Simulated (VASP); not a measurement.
# SrC2N2O2 (R3c) in VASP: further runs

Runs on SrC2N2O2. Level: PBE. Tasks: single point.

Program: VASP 6.6.1. These are calculated values, not measurements. Logs are shortened: lines on timing, memory, paths and dates and some standing lists are left out, and cuts for length are marked.

**1. The cell of the first run**

Symmetry: R3c, No. 161, trigonal system. The conventional cell has a = 11.862 Å, b = 11.862 Å, c = 12.698 Å, α = 90.00°, β = 90.00°, γ = 120.00°. Sr (site symmetry 1) has 6 O at 2.53 to 3.09 Å and 2 N at 2.58 to 2.59 Å and 2 C at 3.03 to 3.13 Å within 3.3 Å. Within 1.7 Å of C (site symmetry 1) lie 1 O at 1.30 Å and 2 N at 1.35 Å. C (site symmetry 1) has 1 O at 1.29 Å and 2 N at 1.35 to 1.36 Å within 1.7 Å. Within 1.8 Å of N (site symmetry 1) lie 2 C at 1.35 to 1.36 Å. Within 1.8 Å of N (site symmetry 1) lie 2 C at 1.35 Å. Within 1.7 Å of O (site symmetry 1) lie 1 C at 1.29 Å. Within 1.7 Å of O (site symmetry 1) lie 1 C at 1.30 Å.

**2. Single point, PBE**

Contents of INCAR:

```
PREC = Accurate ; ENCUT = 520
EDIFF = 1E-6 ; ISMEAR = -1
SIGMA = 0.02 ; LREAL = Auto
LASPH = T ; NELM = 100
ALGO = Normal ; ISIF = 2
LWAVE = F ; LCHARG = F
GGA = PE ; NBANDS = 147
```

Contents of KPOINTS:

```
regular mesh
0
Gamma
  3 3 3
```

Contents of POSCAR:

```
SrC2N2O2
1.0
    5.9310000000      3.4242644466      4.2326666667
   -5.9310000000      3.4242644466      4.2326666667
    0.0000000000     -6.8485288931      4.2326666667
Sr C N O
6 12 12 12
Direct
    0.6256017358      0.2638673657      0.9722911363
    0.9722911363      0.6256017358      0.2638673657
    0.2638673657      0.9722911363      0.6256017358
    0.4722911363      0.7638673657      0.1256017358
    0.7638673657      0.1256017358      0.4722911363
    0.1256017358      0.4722911363      0.7638673657
    0.7400295966      0.6638157202      0.8842101439
    0.8842101439      0.7400295966      0.6638157202
    0.6638157202      0.8842101439      0.7400295966
    0.3842101439      0.1638157202      0.2400295966
    0.1638157202      0.2400295966      0.3842101439
    0.2400295966      0.3842101439      0.1638157202
    0.4598561677      0.4183157218      0.6301188115
    0.6301188115      0.4598561677      0.4183157218
    0.4183157218      0.6301188115      0.4598561677
    0.1301188115      0.9183157218      0.9598561677
    0.9183157218      0.9598561677      0.1301188115
    0.9598561677      0.1301188115      0.9183157218
    0.5492081779      0.5912354431      0.3726194926
    0.3726194926      0.5492081779      0.5912354431
    0.5912354431      0.3726194926      0.5492081779
    0.8726194926      0.0912354431      0.0492081779
    0.0912354431      0.0492081779      0.8726194926
    0.0492081779      0.8726194926      0.0912354431
    0.8637478860      0.6358689086      0.7855289686
    0.7855289686      0.8637478860      0.6358689086
    0.6358689086      0.7855289686      0.8637478860
    0.2855289686      0.1358689086      0.3637478860
    0.1358689086      0.3637478860      0.2855289686
    0.3637478860      0.2855289686      0.1358689086
    0.4091410671      0.3333068098      0.7485268295
    0.7485268295      0.4091410671      0.3333068098
    0.3333068098      0.7485268295      0.4091410671
    0.2485268295      0.8333068098      0.9091410671
    0.8333068098      0.9091410671      0.2485268295
    0.9091410671      0.2485268295      0.8333068098
    0.0089293824      0.7192363339      0.5742443009
    0.5742443009      0.0089293824      0.7192363339
    0.7192363339      0.5742443009      0.0089293824
    0.0742443009      0.2192363339      0.5089293824
    0.2192363339      0.5089293824      0.0742443009
    0.5089293824      0.0742443009      0.2192363339
```

Potentials or basis: VASP PAW PBE potentials, release 64 (Sr_sv, C, N, O).

Command:

```console
cat potpaw_PBE.64/Sr_sv/POTCAR potpaw_PBE.64/C/POTCAR potpaw_PBE.64/N/POTCAR potpaw_PBE.64/O/POTCAR > POTCAR
mpirun -np 1 vasp_std > vasp.out
```

OUTCAR:

```text
PREC = Accurate
   ENCUT = 520
   EDIFF = 1E-6
   ISMEAR = -1
   LREAL = Auto
   LASPH = T
   NELM = 100
   ISIF = 2
   GGA = PE

 ion  position               nearest neighbor table
   1  0.626  0.264  0.972-  31 2.53  39 2.53  22 2.58  30 2.59  36 2.63  38 2.74  42 2.79  18 3.03
                            32 3.09  10 3.13  13 3.34   7 3.42   9 3.50   3 4.26   2 4.26   5 4.35
   2  0.972  0.626  0.264-  32 2.53  37 2.53  24 2.58  29 2.59  35 2.63  39 2.74  41 2.79  17 3.03
                            33 3.09  12 3.13  14 3.34   8 3.42   7 3.50   3 4.26   1 4.26   4 4.35
   3  0.264  0.972  0.626-  33 2.53  38 2.53  23 2.58  28 2.59  34 2.63  37 2.74  40 2.79  16 3.03
                            31 3.09  11 3.13  15 3.34   9 3.42   8 3.50   2 4.26   1 4.26   6 4.35
   4  0.472  0.764  0.126-  34 2.53  42 2.53  19 2.58  27 2.59  33 2.63  41 2.74  39 2.79  15 3.03
                            35 3.09   7 3.13  16 3.34  10 3.42  12 3.50   6 4.26   5 4.26   2 4.35
   5  0.764  0.126  0.472-  35 2.53  40 2.53  21 2.58  26 2.59  32 2.63  42 2.74  38 2.79  14 3.03
                            36 3.09   9 3.13  17 3.34  11 3.42  10 3.50   4 4.26   6 4.26   1 4.35
   6  0.126  0.472  0.764-  36 2.53  41 2.53  20 2.58  25 2.59  31 2.63  40 2.74  37 2.79  13 3.03
                            34 3.09   8 3.13  18 3.34  12 3.42  11 3.50   4 4.26   5 4.26   3 4.35
   7  0.740  0.664  0.884-  39 1.30  25 1.35  27 1.35   4 3.13   1 3.42   2 3.50
   8  0.884  0.740  0.664-  37 1.30  26 1.35  25 1.35   6 3.13   2 3.42   3 3.50
   9  0.664  0.884  0.740-  38 1.30  27 1.35  26 1.35   5 3.13   3 3.42   1 3.50
  10  0.384  0.164  0.240-  42 1.30  28 1.35  30 1.35   1 3.13   4 3.42   5 3.50
  11  0.164  0.240  0.384-  40 1.30  29 1.35  28 1.35   3 3.13   5 3.42   6 3.50
[... 17 lines left out ...]
  29  0.136  0.364  0.286-  11 1.35  12 1.35   2 2.59
  30  0.364  0.286  0.136-  12 1.35  10 1.35   1 2.59
  31  0.409  0.333  0.749-  13 1.29   1 2.53   6 2.63   3 3.09
  32  0.749  0.409  0.333-  14 1.29   2 2.53   5 2.63   1 3.09
  33  0.333  0.749  0.409-  15 1.29   3 2.53   4 2.63   2 3.09
  34  0.249  0.833  0.909-  16 1.29   4 2.53   3 2.63   6 3.09
  35  0.833  0.909  0.249-  17 1.29   5 2.53   2 2.63   4 3.09
  36  0.909  0.249  0.833-  18 1.29   6 2.53   1 2.63   5 3.09
  37  0.009  0.719  0.574-   8 1.30   2 2.53   3 2.74   6 2.79
  38  0.574  0.009  0.719-   9 1.30   3 2.53   1 2.74   5 2.79
  39  0.719  0.574  0.009-   7 1.30   1 2.53   2 2.74   4 2.79
  40  0.074  0.219  0.509-  11 1.30   5 2.53   6 2.74   3 2.79
  41  0.219  0.509  0.074-  12 1.30   6 2.53   4 2.74   2 2.79
  42  0.509  0.074  0.219-  10 1.30   4 2.53   5 2.74   1 2.79

  LATTYP: Found a trigonal (rhomboedric) cell.
 ALAT       =     8.0509511930
 COS(alpha) =    -0.0854040958

  Lattice vectors:

 A1 = (   5.9310000000,   3.4242644466,   4.2326666667)
 A2 = (  -5.9310000000,   3.4242644466,   4.2326666667)
 A3 = (   0.0000000000,  -6.8485288931,   4.2326666667)

Analysis of symmetry for initial positions (statically):
=====================================================================
 Subroutine PRICEL returns:
 Original cell was already a primitive cell.

 Routine SETGRP: Setting up the symmetry group for a
 trigonal (rhombohedral) supercell.

 Subroutine GETGRP returns: Found  6 space group operations
 (whereof  3 operations were pure point group operations)
 out of a pool of 12 trial point group operations.

The static configuration has the point symmetry C_3 .
 The point group associated with its full space group is C_3v.

Analysis of symmetry for dynamics (positions and initial velocities):
=====================================================================
 Subroutine PRICEL returns:
 Original cell was already a primitive cell.

 Routine SETGRP: Setting up the symmetry group for a
 trigonal (rhombohedral) supercell.

 Subroutine GETGRP returns: Found  6 space group operations
 (whereof  3 operations were pure point group operations)
 out of a pool of 12 trial point group operations.

The dynamic configuration has the point symmetry C_3 .
 The point group associated with its full space group is C_3v.

 Subroutine INISYM returns: Found  6 space group operations
 (whereof  3 operations are pure point group operations),
 and found     1 'primitive' translations

----------------------------------------------------------------------------------------

                                     Primitive cell

  volume of cell :     515.7753

  direct lattice vectors                    reciprocal lattice vectors
     5.931000000  3.424264447  4.232666667     0.084302816  0.048672253  0.078752559
    -5.931000000  3.424264447  4.232666667    -0.084302816  0.048672253  0.078752559
     0.000000000 -6.848528893  4.232666667     0.000000000 -0.097344507  0.078752559

  length of vectors
     8.050951193  8.050951193  8.050951193     0.125211495  0.125211495  0.125211495

[... 101 lines left out ...]
    -0.028100939  0.016224084  0.026250853     0.000000000  0.333333333  0.000000000
     0.000000000 -0.032448169  0.026250853     0.000000000  0.000000000  0.333333333

  Length of vectors
     0.041737165  0.041737165  0.041737165

  Shift w.r.t. Gamma in fractional coordinates (k-lattice)
     0.000000000  0.000000000  0.000000000

 Subroutine IBZKPT returns following result:
 ===========================================

 Found      6 irreducible k-points:

 Following reciprocal coordinates:
            Coordinates               Weight
  0.000000  0.000000  0.000000      1.000000
  0.333333  0.000000  0.000000      6.000000
  0.333333  0.333333  0.000000      6.000000
 -0.333333  0.333333  0.000000      6.000000
  0.333333  0.333333  0.333333      2.000000
 -0.333333  0.333333  0.333333      6.000000
   k-points           NKPTS =      6   k-points in BZ     NKDIM =      6   number of bands    NBANDS=    147
   number of dos      NEDOS =    301   number of ions     NIONS =     42
   total plane-waves  NPLWV = 216000
   dimension x,y,z NGX =    60 NGY =   60 NGZ =   60
   dimension x,y,z NGXF=   120 NGYF=  120 NGZF=  120
   ions per type =               6  12  12  12
   NGX,Y,Z   is equivalent  to a cutoff of  12.39, 12.39, 12.39 a.u.
   NGXF,Y,Z  is equivalent  to a cutoff of  24.78, 24.78, 24.78 a.u.
 SYSTEM =  unknown system
   PREC   = accura    normal or accurate (medium, high low for compatibility)
   ISTART =      0    job   : 0-new  1-cont  2-samecut
   ICHARG =      2    charge: 1-file 2-atom 10-const
   ISPIN  =      1    spin polarized calculation?
   LNONCOLLINEAR =      F non collinear calculations
   LSORBIT =      F    spin-orbit coupling
   LASPH  =      T    aspherical Exc in radial PAW
   ENCUT  =  520.0 eV  38.22 Ry    6.18 a.u.  14.97 14.97 14.97*2*pi/ulx,y,z
   NELM   =    100;   NELMIN=  2; NELMDL= -5     # of ELM steps
   EDIFF  = 0.1E-05   stopping-criterion for ELM
   LREAL  =      T    real-space projection
   EDIFFG = 0.1E-04   stopping-criterion for IOM
   NSW    =      0    number of steps for IOM
   IBRION =     -1    ionic relax: 0-MD 1-quasi-New 2-CG
   NFREE  =      0    steps in history (QN), initial steepest desc. (CG)
   ISIF   =      2    stress and relaxation
   ISYM   =      2    0-nonsym 1-usesym 2-fastsym
   POTIM  = 0.5000    time-step for ionic-motion
   TEBEG  =    0.0;   TEEND  =   0.0 temperature during run
   PSTRESS=    0.0 pullay stress
   NELECT =     240.0000    total number of electrons
   NUPDOWN=      -1.0000    fix difference up-down
   EMIN   =  10.00;   EMAX   =-10.00  energy-range for DOS
   EFERMI =   0.00;   METHOD = LEGACY
   ISMEAR =    -1;   SIGMA  =   0.02  broadening in eV -4-tet -1-fermi 0-gaus
   EFERMI_NEDOS =   21; number of points for ismear=-14 and -15
   IALGO  =     38    algorithm
   IMIX   =      4    mixing-type and parameters
     AMIX     =   0.40;   BMIX     =  1.00
     AMIX_MAG =   1.60;   BMIX_MAG =  1.00
  volume/ion in A,a.u.               =      12.28        82.87
  Fermi-wavevector in a.u.,A,eV,Ry     =   1.268601  2.397308 21.896517  1.609349
  Thomas-Fermi vector in A             =   2.401687
   LORBIT       =      0    0 simple, 1 ext, 2 COOP (PROOUT), +10 PAW based schemes
   GGA     = PE    functional components
   LHFCALC =     F    Hartree Fock is set to
   AEXX    =    0.0000 exact exchange contribution
   IVDW    =     0    specifies the selected vdW correction
   LEPSILON=     F    determine dielectric tensor
   LRPA    =     F    only Hartree local field effects (RPA)
 non-spin polarized calculation
  energy-cutoff  :      520.00
  volume of cell :      515.78
 maximum number of plane-waves:     13903
   NGX = 29   NGY = 29   NGZ = 29

 number of electron     239.9999933 magnetization

 Free energy of the ion-electron system (eV)
  ---------------------------------------------------
  ext. energy  EPLUGINS =         0.00000000
  ---------------------------------------------------
  free energy    TOTEN  =      -332.66567576 eV

  energy without entropy =     -332.66567576  energy(sigma->0) =     -332.66567576

 E-fermi :   1.7367     XC(G=0):  -9.5900

 val. band max:        1.2676759001   @ k =   0.0000   0.0000   0.0000
 cond. band min:       5.3360981970   @ k =  -0.3333   0.3333   0.0000
 fundamental gap:      4.0684222969
 Fermi energy:         1.7367250252

 k-point     1 :       0.0000    0.0000    0.0000
  band No.  band energies     occupation
      1     -31.1323      2.00000
      2     -31.1207      2.00000
      3     -31.1207      2.00000
      4     -31.1189      2.00000
      5     -31.1189      2.00000
      6     -31.1186      2.00000
[... 799 lines left out ...]
    131       7.8869      0.00000
    132       8.1347      0.00000
 [bands above 132 left out]

------------------------ aborting loop because EDIFF is reached ----------------------------------------

  FORCE on cell =-STRESS in cart. coord.  units (eV):
  Direction    XX          YY          ZZ          XY          YZ          ZX
  --------------------------------------------------------------------------------------
  -------------------------------------------------------------------------------------
  Total       12.3210836     12.3210836      5.1099653     -0.0000000      0.0000000      0.0000000
  in kB       38.2735678     38.2735678     15.8733281     -0.0000000      0.0000000      0.0000000
  external PRESSURE =      30.8068212 kB  Pullay stress =       0.0000000 kB

 VOLUME and BASIS-vectors are now :
 -----------------------------------------------------------------------------
  energy-cutoff  :      520.00
  volume of cell :      515.78
      direct lattice vectors                 reciprocal lattice vectors
     5.931000000  3.424264447  4.232666667     0.084302816  0.048672253  0.078752559
    -5.931000000  3.424264447  4.232666667    -0.084302816  0.048672253  0.078752559
     0.000000000 -6.848528893  4.232666667     0.000000000 -0.097344507  0.078752559

 POSITION                                       TOTAL-FORCE (eV/Angst)
 -----------------------------------------------------------------------------------
      2.14545     -3.61299      7.88021        -0.003546     -0.010239     -0.001210
      2.05621      3.66450      7.88021         0.010640      0.002048     -0.001210
     -4.20166     -0.05152      7.88021        -0.007094      0.008191     -0.001210
     -1.72934      3.37275      5.76388         0.007094      0.008191     -0.001210
      3.78555     -0.18872      5.76388         0.003546     -0.010239     -0.001210
     -2.05621     -3.18402      5.76388        -0.010640      0.002048     -0.001210
[... 34 lines left out ...]
     -1.71817      1.98497      3.39633        -0.162287      0.184904      0.018694
      2.57812      0.49549      3.39633         0.241275      0.048092      0.018694
 -----------------------------------------------------------------------------------
    total drift:                                0.000000     -0.000000     -0.000317

  FREE ENERGIE OF THE ION-ELECTRON SYSTEM (eV)
  ---------------------------------------------------
  free  energy   TOTEN  =      -332.6656757573 eV

  energy  without entropy=     -332.6656757573  energy(sigma->0) =     -332.66567576
```

Wall time 13 min (1 thread of Intel Xeon Platinum 8259CL at 2.50GHz (Skylake/Cascade Lake), shared host); peak memory 0.67 GiB.

Results:

| Property | Result |
| --- | --- |
| Free energy | -332.6657 eV |
| Pressure | 3.1 GPa |
| Largest force | 0.250 eV/Å |
| Band gap on the k mesh | 4.07 eV, indirect (least direct gap 4.09 eV) |

Forces in eV/Å, atoms in the order of the input:
```
Sr  -0.004 -0.010 -0.001
Sr   0.011  0.002 -0.001
Sr  -0.007  0.008 -0.001
Sr   0.007  0.008 -0.001
Sr   0.004 -0.010 -0.001
Sr  -0.011  0.002 -0.001
C   -0.037  0.161  0.000
C   -0.121 -0.112  0.000
C    0.158 -0.049  0.000
C   -0.158 -0.049  0.000
C    0.037  0.161  0.000
C    0.121 -0.112  0.000
C   -0.024  0.185  0.003
C   -0.148 -0.113  0.003
C    0.172 -0.072  0.003
C   -0.172 -0.072  0.003
C    0.024  0.185  0.003
C    0.148 -0.113  0.003
N    0.005  0.027  0.011
N   -0.026 -0.009  0.011
N    0.021 -0.018  0.011
N   -0.021 -0.018  0.011
N   -0.005  0.027  0.011
N    0.026 -0.009  0.011
N    0.015 -0.014 -0.010
N    0.005  0.020 -0.010
N   -0.020 -0.006 -0.010
N    0.020 -0.006 -0.010
N   -0.015 -0.014 -0.010
N   -0.005  0.020 -0.010
O    0.039 -0.247 -0.020
O    0.194  0.157 -0.020
O   -0.233  0.090 -0.020
O    0.233  0.090 -0.020
O   -0.039 -0.247 -0.020
O   -0.194  0.157 -0.020
O    0.162  0.185  0.019
O   -0.241  0.048  0.019
O    0.079 -0.233  0.019
O   -0.079 -0.233  0.019
O   -0.162  0.185  0.019
O    0.241  0.048  0.019
```

Stress tensor (GPa, compression positive):
```
3.83 0.00 0.00
0.00 3.83 0.00
0.00 0.00 1.59
```

Levels at points of the mesh, in eV from the valence-band top:
```
           k point  band 117  band 118  band 119  band 120  band 121  band 122  band 123  band 124
(0.00, 0.00, 0.00)     -0.41     -0.41      0.00      0.00      4.10      4.10      4.66      4.66
```

A k mesh can miss the band edges. Expect the measured gap to be larger: semilocal functionals such as PBE lack the derivative discontinuity.

(Continued in part 2 of 2.)
